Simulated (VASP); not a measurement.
# Pt3S2 (P-3m1) in VASP: further runs

The runs below take Pt3S2 through single point, with PBE.

Everything below comes from runs of VASP 6.6.1. Logs are shortened: lines on timing, memory, paths and dates and some standing lists are left out, and cuts for length are marked.

## 1. The cell of the first run

Symmetry: P-3m1, No. 164, trigonal system. Conventional cell: a = 3.993 Å, b = 3.993 Å, c = 6.212 Å, α = 90.00°, β = 90.00°, γ = 120.00°. Within 3.6 Å of Pt (site symmetry -3m) lie 6 S at 2.76 Å and 6 Pt at 3.19 Å. Pt (site symmetry 3m) has 4 S at 2.40 to 2.48 Å and 6 Pt at 2.93 to 3.19 Å within 3.2 Å. S (site symmetry 3m) has 7 Pt at 2.40 to 2.76 Å within 3.2 Å.

## 2. Single point, PBE

Contents of INCAR:

```
ALGO = Normal ; EDIFF = 1E-6
ENCUT = 500 ; GGA = PE
GGA_COMPAT = False ; ISIF = 2
ISMEAR = 0 ; LASPH = True
LCHARG = False ; LREAL = False
LWAVE = False ; NBANDS = 29
NELM = 120 ; PREC = Accurate
SIGMA = 0.1
```

Contents of KPOINTS:

```
k-points
0
Gamma
  6 6 4
```

Contents of POSCAR:

```
Pt3S2
1.0
    3.9928182475      0.0000000000      0.0000000000
   -1.9964091238      3.4578820350      0.0000000000
    0.0000000000      0.0000000000      6.2121766135
Pt S
3 2
Direct
    0.0000000000      0.0000000000      0.0000000000
    0.3333333333      0.6666666667      0.6450000000
    0.6666666667      0.3333333333      0.3550000000
    0.3333333333      0.6666666667      0.2450000000
    0.6666666667      0.3333333333      0.7550000000
```

Potentials or basis: VASP PAW PBE potentials, release 64 (Pt, S).

On the command line:

```bash
cat potpaw_PBE.64/Pt/POTCAR potpaw_PBE.64/S/POTCAR > POTCAR
mpirun -np 1 vasp_std > vasp.out
```

OUTCAR:

```text
EDIFF = 1E-6
   ENCUT = 500
   GGA = PE
   ISIF = 2
   ISMEAR = 0
   LASPH = True
   LREAL = False
   NELM = 120
   PREC = Accurate

 ion  position               nearest neighbor table
   1  0.000  0.000  0.000-   4 2.76   5 2.76   4 2.76   5 2.76   5 2.76   4 2.76   2 3.19   3 3.19
                             2 3.19   3 3.19   2 3.19   3 3.19
   2  0.333  0.667  0.645-   5 2.40   5 2.40   5 2.40   4 2.48   3 2.93   3 2.93   3 2.93   1 3.19
                             1 3.19   1 3.19
   3  0.667  0.333  0.355-   4 2.40   4 2.40   4 2.40   5 2.48   2 2.93   2 2.93   2 2.93   1 3.19
                             1 3.19   1 3.19
   4  0.333  0.667  0.245-   3 2.40   3 2.40   3 2.40   2 2.48   1 2.76   1 2.76   1 2.76
   5  0.667  0.333  0.755-   2 2.40   2 2.40   2 2.40   3 2.48   1 2.76   1 2.76   1 2.76

  LATTYP: Found a hexagonal cell.
 ALAT       =     3.9928182475
 C/A-ratio  =     1.5558375635

  Lattice vectors:

 A1 = (   3.9928182475,   0.0000000000,   0.0000000000)
 A2 = (  -1.9964091238,   3.4578820350,   0.0000000000)
 A3 = (   0.0000000000,   0.0000000000,   6.2121766135)

Analysis of symmetry for initial positions (statically):
=====================================================================
 Subroutine PRICEL returns:
 Original cell was already a primitive cell.

 Routine SETGRP: Setting up the symmetry group for a
 hexagonal supercell.

 Subroutine GETGRP returns: Found 12 space group operations
 (whereof 12 operations were pure point group operations)
 out of a pool of 24 trial point group operations.

The static configuration has the point symmetry D_3d.

Analysis of symmetry for dynamics (positions and initial velocities):
=====================================================================
 Subroutine PRICEL returns:
 Original cell was already a primitive cell.

 Routine SETGRP: Setting up the symmetry group for a
 hexagonal supercell.

 Subroutine GETGRP returns: Found 12 space group operations
 (whereof 12 operations were pure point group operations)
 out of a pool of 24 trial point group operations.

The dynamic configuration has the point symmetry D_3d.

 Subroutine INISYM returns: Found 12 space group operations
 (whereof 12 operations are pure point group operations),
 and found     1 'primitive' translations

----------------------------------------------------------------------------------------

                                     Primitive cell
[... 96 lines left out ...]
   EDIFF  = 0.1E-05   stopping-criterion for ELM
   LREAL  =      F    real-space projection
   EDIFFG = 0.1E-04   stopping-criterion for IOM
   NSW    =      0    number of steps for IOM
   IBRION =     -1    ionic relax: 0-MD 1-quasi-New 2-CG
   NFREE  =      0    steps in history (QN), initial steepest desc. (CG)
   ISIF   =      2    stress and relaxation
   ISYM   =      2    0-nonsym 1-usesym 2-fastsym
   POTIM  = 0.5000    time-step for ionic-motion
   TEBEG  =    0.0;   TEEND  =   0.0 temperature during run
   PSTRESS=    0.0 pullay stress
   NELECT =      42.0000    total number of electrons
   NUPDOWN=      -1.0000    fix difference up-down
   EMIN   =  10.00;   EMAX   =-10.00  energy-range for DOS
   EFERMI =   0.00;   METHOD = LEGACY
   ISMEAR =     0;   SIGMA  =   0.10  broadening in eV -4-tet -1-fermi 0-gaus
   EFERMI_NEDOS =   21; number of points for ismear=-14 and -15
   IALGO  =     38    algorithm
   IMIX   =      4    mixing-type and parameters
     AMIX     =   0.40;   BMIX     =  1.00
     AMIX_MAG =   1.60;   BMIX_MAG =  1.00
  volume/ion in A,a.u.               =      17.15       115.76
  Fermi-wavevector in a.u.,A,eV,Ry     =   1.290368  2.438441 22.654358  1.665048
  Thomas-Fermi vector in A             =   2.422203
   LORBIT       =      0    0 simple, 1 ext, 2 COOP (PROOUT), +10 PAW based schemes
   GGA     = PE    functional components
   LHFCALC =     F    Hartree Fock is set to
   AEXX    =    0.0000 exact exchange contribution
   IVDW    =     0    specifies the selected vdW correction
   LEPSILON=     F    determine dielectric tensor
   LRPA    =     F    only Hartree local field effects (RPA)
 non-spin polarized calculation
 Gauss-broadening in eV      SIGMA  =   0.10
  energy-cutoff  :      500.00
  volume of cell :       85.77
 maximum number of plane-waves:      2207
 NGX is ok and might be reduce to    30
   NGX = 15   NGY = 15   NGZ = 23

 number of electron      41.9999997 magnetization

 Free energy of the ion-electron system (eV)
  ---------------------------------------------------
  ext. energy  EPLUGINS =         0.00000000
  ---------------------------------------------------
  free energy    TOTEN  =       -24.50091021 eV

  energy without entropy =      -24.47887462  energy(sigma->0) =      -24.48989242

 E-fermi :   8.7655     XC(G=0): -11.7330

 val. band max:        8.7429663158   @ k =   0.5000   0.0000   0.5000
 cond. band min:       8.7740720336   @ k =   0.3333   0.3333   0.0000
 fundamental gap:      0.0311057178
 Fermi energy:         8.7654713454

 k-point     1 :       0.0000    0.0000    0.0000
  band No.  band energies     occupation
      1      -6.9556      2.00000
      2      -6.0247      2.00000
      3       1.2542      2.00000
      4       1.9914      2.00000
      5       1.9914      2.00000
      6       2.0416      2.00000
[... 757 lines left out ...]
     28      14.3316      0.00000
     29      15.2245      0.00000

------------------------ aborting loop because EDIFF is reached ----------------------------------------

  FORCE on cell =-STRESS in cart. coord.  units (eV):
  Direction    XX          YY          ZZ          XY          YZ          ZX
  --------------------------------------------------------------------------------------
  -------------------------------------------------------------------------------------
  Total        1.5974107      1.5974107     -2.0861964     -0.0000000      0.0000000     -0.0000000
  in kB       29.8396459     29.8396459    -38.9701669     -0.0000000      0.0000000     -0.0000000
  external PRESSURE =       6.9030417 kB  Pullay stress =       0.0000000 kB

 VOLUME and BASIS-vectors are now :
 -----------------------------------------------------------------------------
  energy-cutoff  :      500.00
  volume of cell :       85.77
      direct lattice vectors                 reciprocal lattice vectors
     3.992818247  0.000000000  0.000000000     0.250449667  0.144597183  0.000000000
    -1.996409124  3.457882035  0.000000000     0.000000000  0.289194365  0.000000000
     0.000000000  0.000000000  6.212176613     0.000000000  0.000000000  0.160974174

 POSITION                                       TOTAL-FORCE (eV/Angst)
 -----------------------------------------------------------------------------------
      0.00000      0.00000      0.00000         0.000000      0.000000      0.000000
     -0.00000      2.30525      4.00685         0.000000     -0.000000     -0.071480
      1.99641      1.15263      2.20532        -0.000000      0.000000      0.071480
     -0.00000      2.30525      1.52198        -0.000000      0.000000     -0.642635
      1.99641      1.15263      4.69019         0.000000     -0.000000      0.642635
 -----------------------------------------------------------------------------------
    total drift:                                0.000000      0.000000     -0.000000

  FREE ENERGIE OF THE ION-ELECTRON SYSTEM (eV)
  ---------------------------------------------------
  free  energy   TOTEN  =       -24.5009102097 eV

  energy  without entropy=      -24.4788746219  energy(sigma->0) =      -24.48989242
```

OSZICAR:

```text
N       E                     dE             d eps       ncg     rms          rms(c)
DAV:   1     0.241448710672E+03    0.24145E+03   -0.20059E+04  1400   0.130E+03
DAV:   2    -0.122395441536E+02   -0.25369E+03   -0.24330E+03  1565   0.277E+02
DAV:   3    -0.250825472585E+02   -0.12843E+02   -0.12571E+02  1681   0.580E+01
DAV:   4    -0.253022919081E+02   -0.21974E+00   -0.21916E+00  1578   0.848E+00
DAV:   5    -0.253062975939E+02   -0.40057E-02   -0.40050E-02  1622   0.112E+00    0.283E+01
DAV:   6    -0.250739450290E+02    0.23235E+00   -0.80694E+00  1510   0.189E+01    0.201E+01
DAV:   7    -0.253368071110E+02   -0.26286E+00   -0.15112E+01  1427   0.217E+01    0.119E+01
DAV:   8    -0.245183726576E+02    0.81843E+00   -0.16828E+00  1415   0.124E+01    0.205E+00
DAV:   9    -0.245022586275E+02    0.16114E-01   -0.20911E-01  1527   0.304E+00    0.768E-01
DAV:  10    -0.245014749496E+02    0.78368E-03   -0.22860E-02  1532   0.104E+00    0.247E-01
DAV:  11    -0.245009343147E+02    0.54063E-03   -0.29211E-03  1583   0.357E-01    0.826E-02
DAV:  12    -0.245009151637E+02    0.19151E-04   -0.16727E-04  1533   0.904E-02    0.402E-02
DAV:  13    -0.245009093389E+02    0.58248E-05   -0.55304E-05  1587   0.455E-02    0.988E-03
DAV:  14    -0.245009102097E+02   -0.87089E-06   -0.49686E-06  1532   0.130E-02
   1 F= -.24500910E+02 E0= -.24489892E+02  d E =-.220356E-01
```

Run time: 63 s. Hardware: 1 thread of Intel Xeon Platinum 8488C (Sapphire Rapids), shared host; peak memory 0.21 GiB.

What came out:

| Item | Value |
| --- | --- |
| Free energy | -24.5009 eV |
| Pressure | 0.7 GPa |
| Largest force | 0.643 eV/Å |
| Band gap on the k mesh | zero (band 21 reaches 9.50 eV, above the bottom of band 22 at 8.24 eV) |

Forces on the atoms (eV/Å):
```
Pt   0.000  0.000  0.000
Pt   0.000  0.000 -0.071
Pt   0.000  0.000  0.071
S    0.000  0.000 -0.643
S    0.000  0.000  0.643
```

Levels at points of the mesh, in eV from the Fermi level:
```csv
k point,band 19,band 20,band 21,band 22,band 23,band 24
"(0.00, 0.00, 0.00)",-1.09,-0.12,0.49,0.49,1.40,1.45
"(0.50, 0.00, 0.00)",-1.45,-1.00,-0.90,0.26,1.10,2.20
"(0.00, 0.00, 0.50)",-0.17,0.73,0.73,0.83,1.64,1.64
"(0.50, 0.00, 0.50)",-0.78,-0.40,-0.15,-0.15,-0.02,1.34
```

Caveat: spin-orbit coupling is left out, which moves the levels of the heavy elements.

## 3. Single point, PBE, collinear spin, ferromagnetic start

Contents of INCAR:

```
SYSTEM = Pt3S2
PREC     = Accurate       ! precision mode
ENCUT    = 500            ! plane-wave cutoff, eV
EDIFF    = 1E-6           ! SCF threshold, eV
ISMEAR   = 0              ! smearing method
SIGMA    = 0.1            ! smearing width, eV
LREAL    = .FALSE.        ! projectors in reciprocal space
LASPH    = .TRUE.         ! aspherical terms in the spheres
NELM     = 200            ! most SCF steps
ALGO     = Normal         ! electronic algorithm
ISIF     = 2              ! what is computed and relaxed
LWAVE    = .FALSE.        ! write WAVECAR
LCHARG   = .FALSE.        ! write CHGCAR
ISPIN    = 2              ! spin polarisation
MAGMOM   = 1 1 1 0 0      ! initial moments
LORBIT   = 11             ! projections on sites
LMAXMIX  = 4              ! l up to which the mixer works
GGA      = PE             ! functional
NBANDS   = 33             ! bands
GGA_COMPAT= .FALSE.
```

Contents of KPOINTS:

```
regular mesh
0
G
  6 6 4
  0 0 0
```

POSCAR is that of step 2.

Potentials or basis: VASP PAW PBE potentials, release 64 (Pt, S).

On the command line:

```bash
cat potpaw_PBE.64/Pt/POTCAR potpaw_PBE.64/S/POTCAR > POTCAR
mpirun -np 1 vasp_std > vasp.out
```

It took 2 min on 1 thread of Intel Xeon Platinum 8488C (Sapphire Rapids), shared host; peak memory 0.28 GiB.

It converged, with:

```yaml
Free_energy: -24.5009 eV
Pressure: 0.7 GPa
Largest_force: 0.642 eV/Å
Band_gap_on_the_k_mesh: zero (filled and empty bands overlap)
Net_moment: 0.00 μB per cell
Valence_electrons_inside_the_program's_atomic_spheres: Pt 8.97, 9.31; S 3.50
```

Forces on the atoms (eV/Å):
```
Pt   0.000  0.000  0.000
Pt   0.000  0.000 -0.071
Pt   0.000  0.000  0.071
S    0.000  0.000 -0.642
S    0.000  0.000  0.642
```

Stress tensor (GPa, compression positive):
```
 2.99  0.00  0.00
 0.00  2.99  0.00
 0.00  0.00 -3.89
```

Levels at points of the mesh, in eV from the Fermi level:
Spin up:
| k point | band 17 | band 18 | band 19 | band 20 | band 21 | band 22 | band 23 | band 24 | band 25 | band 26 |
| --- | --- | --- | --- | --- | --- | --- | --- | --- | --- | --- |
| (0.00, 0.00, 0.00) | -1.96 | -1.94 | -1.09 | -0.12 | 0.49 | 0.49 | 1.40 | 1.45 | 1.45 | 5.55 |
| (0.50, 0.00, 0.00) | -2.23 | -1.74 | -1.45 | -1.00 | -0.90 | 0.26 | 1.10 | 2.20 | 2.50 | 5.61 |
| (0.00, 0.00, 0.50) | -0.91 | -0.91 | -0.17 | 0.73 | 0.73 | 0.83 | 1.64 | 1.64 | 1.77 | 4.44 |
| (0.50, 0.00, 0.50) | -1.87 | -1.74 | -0.78 | -0.40 | -0.15 | -0.15 | -0.02 | 1.34 | 3.51 | 4.48 |
Spin down:
| k point | band 17 | band 18 | band 19 | band 20 | band 21 | band 22 | band 23 | band 24 | band 25 | band 26 |
| --- | --- | --- | --- | --- | --- | --- | --- | --- | --- | --- |
| (0.00, 0.00, 0.00) | -1.96 | -1.94 | -1.09 | -0.12 | 0.49 | 0.49 | 1.40 | 1.45 | 1.45 | 5.55 |
| (0.50, 0.00, 0.00) | -2.23 | -1.74 | -1.45 | -1.00 | -0.90 | 0.26 | 1.10 | 2.20 | 2.50 | 5.61 |
| (0.00, 0.00, 0.50) | -0.91 | -0.91 | -0.17 | 0.73 | 0.73 | 0.83 | 1.64 | 1.64 | 1.77 | 4.44 |
| (0.50, 0.00, 0.50) | -1.87 | -1.74 | -0.78 | -0.40 | -0.15 | -0.15 | -0.02 | 1.34 | 3.51 | 4.48 |

Caveat: spin-orbit coupling is left out, which moves the levels of the heavy elements.
